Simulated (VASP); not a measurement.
# PC4 (Im-3m) in VASP: notebook

The runs below take PC4 through relaxation of cell and atoms, single point, with PBE.

All numbers are computed with VASP 6.6.1; they aren't measurements. Logs are shortened: lines on timing, memory, paths and dates and some standing lists are left out, and cuts for length are marked.

## 1. The cell of the first run

Symmetry: Im-3m, No. 229, cubic system. The conventional cell has a = 5.149 Å, b = 5.149 Å, c = 5.149 Å, α = 90.00°, β = 90.00°, γ = 90.00°. Within 2.9 Å of P (site symmetry m-3m) lie 8 C at 2.23 Å. C (site symmetry -3m) has 2 P at 2.23 Å and 6 C at 2.57 Å within 2.9 Å.

## 2. Relaxation of cell and atoms, PBE

INCAR

```
SYSTEM = PC4
ALGO     = Normal         ! electronic algorithm
EDIFF    = 1E-7           ! SCF threshold, eV
EDIFFG   = -0.04          ! ionic threshold
ENCUT    = 600            ! plane-wave cutoff, eV
GGA      = PE             ! functional
IBRION   = 2              ! ionic algorithm
ISIF     = 3              ! what is computed and relaxed
ISMEAR   = 0              ! smearing method
LASPH    = .TRUE.         ! aspherical terms in the spheres
LCHARG   = .FALSE.        ! write CHGCAR
LREAL    = .FALSE.        ! projectors in reciprocal space
LWAVE    = .FALSE.        ! write WAVECAR
NELM     = 80             ! most SCF steps
NSW      = 90             ! ionic steps
PREC     = Accurate       ! precision mode
SIGMA    = 0.1            ! smearing width, eV
```

KPOINTS

```
k-points
0
G
  6 6 6
  0 0 0
```

POSCAR

```
PC4
1.0
   -2.5745466700      2.5745466700      2.5745466700
    2.5745466700     -2.5745466700      2.5745466700
    2.5745466700      2.5745466700     -2.5745466700
P C
1 4
Direct
    0.0000000000      0.0000000000      0.0000000000
    0.0000000000      0.0000000000      0.5000000000
    0.5000000000      0.0000000000      0.0000000000
    0.5000000000      0.5000000000      0.5000000000
    0.0000000000      0.5000000000      0.0000000000
```

Potentials or basis: VASP PAW PBE potentials, release 64 (P, C).

On the command line:

```sh
> cat potpaw_PBE.64/P/POTCAR potpaw_PBE.64/C/POTCAR > POTCAR
> mpirun -np 1 vasp_std > vasp.out
```

OUTCAR:

```text
SYSTEM = PC4
   EDIFF = 1E-7
   EDIFFG = -0.04
   ENCUT = 600
   GGA = PE
   IBRION = 2
   ISIF = 3
   ISMEAR = 0
   LASPH = .TRUE.
   LREAL = .FALSE.
   NELM = 80
   NSW = 90
   PREC = Accurate

 ion  position               nearest neighbor table
   1  0.000  0.000  0.000-   2 2.23   3 2.23   4 2.23   5 2.23   2 2.23   5 2.23   3 2.23   4 2.23

   2  0.000  0.000  0.500-   1 2.23   1 2.23
   3  0.500  0.000  0.000-   1 2.23   1 2.23
   4  0.500  0.500  0.500-   1 2.23   1 2.23
   5  0.000  0.500  0.000-   1 2.23   1 2.23

  LATTYP: Found a body centered cubic cell.
 ALAT       =     5.1490933400

  Lattice vectors:

 A1 = (  -2.5745466700,   2.5745466700,   2.5745466700)
 A2 = (   2.5745466700,  -2.5745466700,   2.5745466700)
 A3 = (   2.5745466700,   2.5745466700,  -2.5745466700)

Analysis of symmetry for initial positions (statically):
=====================================================================
 Subroutine PRICEL returns:
 Original cell was already a primitive cell.

 Routine SETGRP: Setting up the symmetry group for a
 body centered cubic supercell.

 Subroutine GETGRP returns: Found 48 space group operations
[... 9 lines left out ...]

 Routine SETGRP: Setting up the symmetry group for a
 body centered cubic supercell.

 Subroutine GETGRP returns: Found 48 space group operations
[... 11 lines left out ...]
                                     Primitive cell

  volume of cell :      68.2594

  direct lattice vectors                    reciprocal lattice vectors
    -2.574546670  2.574546670  2.574546670     0.000000000  0.194208948  0.194208948
     2.574546670 -2.574546670  2.574546670     0.194208948  0.000000000  0.194208948
     2.574546670  2.574546670 -2.574546670     0.194208948  0.194208948  0.000000000

  length of vectors
     4.459245639  4.459245639  4.459245639     0.274652928  0.274652928  0.274652928

  position of ions in fractional coordinates (direct lattice)
     0.000000000  0.000000000  0.000000000
     0.000000000  0.000000000  0.500000000
     0.500000000  0.000000000  0.000000000
     0.500000000  0.500000000  0.500000000
     0.000000000  0.500000000  0.000000000

  ion indices of the primitive-cell ions
   primitive index   ion index
                 1           1
                 2           2
                 3           3
                 4           4
                 5           5

----------------------------------------------------------------------------------------

 KPOINTS: k-points

Automatic generation of k-mesh.
 Grid dimensions read from file:
 generate k-points for:    6    6    6

 Generating k-lattice:
[... 45 lines left out ...]
   ISTART =      0    job   : 0-new  1-cont  2-samecut
   ICHARG =      2    charge: 1-file 2-atom 10-const
   ISPIN  =      1    spin polarized calculation?
   LNONCOLLINEAR =      F non collinear calculations
   LSORBIT =      F    spin-orbit coupling
   LASPH  =      T    aspherical Exc in radial PAW
   ENCUT  =  600.0 eV  44.10 Ry    6.64 a.u.   8.91  8.91  8.91*2*pi/ulx,y,z
   NELM   =     80;   NELMIN=  2; NELMDL= -5     # of ELM steps
   EDIFF  = 0.1E-06   stopping-criterion for ELM
   LREAL  =      F    real-space projection
   EDIFFG = -.4E-01   stopping-criterion for IOM
   NSW    =     90    number of steps for IOM
   IBRION =      2    ionic relax: 0-MD 1-quasi-New 2-CG
   NFREE  =      1    steps in history (QN), initial steepest desc. (CG)
   ISIF   =      3    stress and relaxation
   ISYM   =      2    0-nonsym 1-usesym 2-fastsym
   POTIM  = 0.5000    time-step for ionic-motion
   TEBEG  =    0.0;   TEEND  =   0.0 temperature during run
   PSTRESS=    0.0 pullay stress
   NELECT =      21.0000    total number of electrons
   NUPDOWN=      -1.0000    fix difference up-down
   EMIN   =  10.00;   EMAX   =-10.00  energy-range for DOS
   EFERMI =   0.00;   METHOD = LEGACY
   ISMEAR =     0;   SIGMA  =   0.10  broadening in eV -4-tet -1-fermi 0-gaus
   EFERMI_NEDOS =   21; number of points for ismear=-14 and -15
   IALGO  =     38    algorithm
   IMIX   =      4    mixing-type and parameters
     AMIX     =   0.40;   BMIX     =  1.00
     AMIX_MAG =   1.60;   BMIX_MAG =  1.00
  volume/ion in A,a.u.               =      13.65        92.13
  Fermi-wavevector in a.u.,A,eV,Ry     =   1.105165  2.088459 16.618019  1.221390
  Thomas-Fermi vector in A             =   2.241648
   LORBIT       =      0    0 simple, 1 ext, 2 COOP (PROOUT), +10 PAW based schemes
   GGA     = PE    functional components
   LHFCALC =     F    Hartree Fock is set to
   AEXX    =    0.0000 exact exchange contribution
   IVDW    =     0    specifies the selected vdW correction
   LEPSILON=     F    determine dielectric tensor
   LRPA    =     F    only Hartree local field effects (RPA)
 conjugate gradient relaxation of ions
 non-spin polarized calculation
 Gauss-broadening in eV      SIGMA  =   0.10
  energy-cutoff  :      600.00
  volume of cell :       68.26
 maximum number of plane-waves:      2318
   NGX = 17   NGY = 17   NGZ = 17

--------------------------------------- Ionic step        1  -------------------------------------------

 number of electron      21.0000001 magnetization

 Free energy of the ion-electron system (eV)
  ---------------------------------------------------
  ext. energy  EPLUGINS =         0.00000000
  ---------------------------------------------------
  free energy    TOTEN  =       -23.23122771 eV

  energy without entropy =      -23.22002976  energy(sigma->0) =      -23.22562873

 E-fermi :   2.8189     XC(G=0):  -9.9055

 val. band max:        2.7805896247   @ k =  -0.3333   0.3333   0.3333
 cond. band min:       2.8370666907   @ k =   0.3333   0.1667   0.1667
 fundamental gap:      0.0564770660
 Fermi energy:         2.8188715170

 k-point     1 :       0.0000    0.0000    0.0000
  band No.  band energies     occupation
      1     -11.6730      2.00000
      2      -4.7660      2.00000
      3      -4.7660      2.00000
      4      -4.7660      2.00000
      5      -3.0102      2.00000
      6      -3.0102      2.00000
      7      -3.0102      2.00000
      8      -1.8552      2.00000
      9       0.9256      2.00000
     10       0.9256      2.00000
     11       0.9256      2.00000
     12       5.1822      0.00000
     13       5.1822      0.00000
     14       5.1822      0.00000
[... 369 lines left out ...]
--------------------------------------- Ionic step        4  -------------------------------------------

 number of electron      21.0000000 magnetization

 Free energy of the ion-electron system (eV)
  ---------------------------------------------------
  ext. energy  EPLUGINS =         0.00000000
  ---------------------------------------------------
  free energy    TOTEN  =       -26.86136722 eV

  energy without entropy =      -26.84536260  energy(sigma->0) =      -26.85336491

 E-fermi :   8.9906     XC(G=0): -12.1923

 val. band max:        8.9779951944   @ k =   0.3333   0.1667   0.1667
 cond. band min:       9.0546155979   @ k =   0.3333   0.1667   0.1667
 fundamental gap:      0.0766204035
 Fermi energy:         8.9905567168

 k-point     1 :       0.0000    0.0000    0.0000
  band No.  band energies     occupation
      1     -11.0913      2.00000
      2      -0.9030      2.00000
      3      -0.9030      2.00000
      4      -0.9030      2.00000
      5       0.6547      2.00000
      6       0.6547      2.00000
      7       0.6547      2.00000
      8       4.4045      2.00000
      9       4.4045      2.00000
     10       4.4045      2.00000
     11       5.8958      2.00000
     12      12.0229      0.00000
     13      12.0229      0.00000
     14      12.0229      0.00000
[... 285 lines left out ...]
  FREE ENERGIE OF THE ION-ELECTRON SYSTEM (eV)
  ---------------------------------------------------
  free  energy   TOTEN  =       -26.8613672223 eV

  energy  without entropy=      -26.8453626037  energy(sigma->0) =      -26.85336491

 reached required accuracy - stopping structural energy minimisation
```

Wall time 34 s (1 thread of Intel Xeon 6975P-C (Granite Rapids), shared host); peak memory 0.21 GiB.

Results:

```
Free energy                            : -26.8614 eV
Relaxed volume                         : 8.19 Å³/atom
Relaxed cell                           : a = 3.761 Å, b = 3.761 Å, c = 3.761 Å, α = 109.47°, β = 109.47°, γ = 109.47°
Space group after relaxing (to 0.05 Å) : Im-3m (No. 229)
Energy gained by relaxing              : 726.0 meV/atom
Ionic steps                            : 4
Pressure after relaxing                : 0.7 GPa
```

Step by step:
```
step  energy change (eV)  largest force (eV/Å)  pressure (GPa)  volume (Å³)
   1              0.0000                0.0000          -28.30        68.26
   2             -3.2758                0.0000          -16.24        47.10
   3             -3.6291                0.0000           -1.36        41.40
   4             -3.6301                0.0000            0.69        40.96
```

Final structure:
```
P C
1.0
    -2.17145    2.17145    2.17145
     2.17145   -2.17145    2.17145
     2.17145    2.17145   -2.17145
P C
1 4
Direct
  0.00000 0.00000 0.00000
  0.00000 0.00000 0.50000
  0.50000 0.00000 0.00000
  0.50000 0.50000 0.50000
  0.00000 0.50000 0.00000
```

Caveat: the volume moved by over 15 % at a fixed basis, so the end points are rough.

(Part 1 of 2 ends here.)
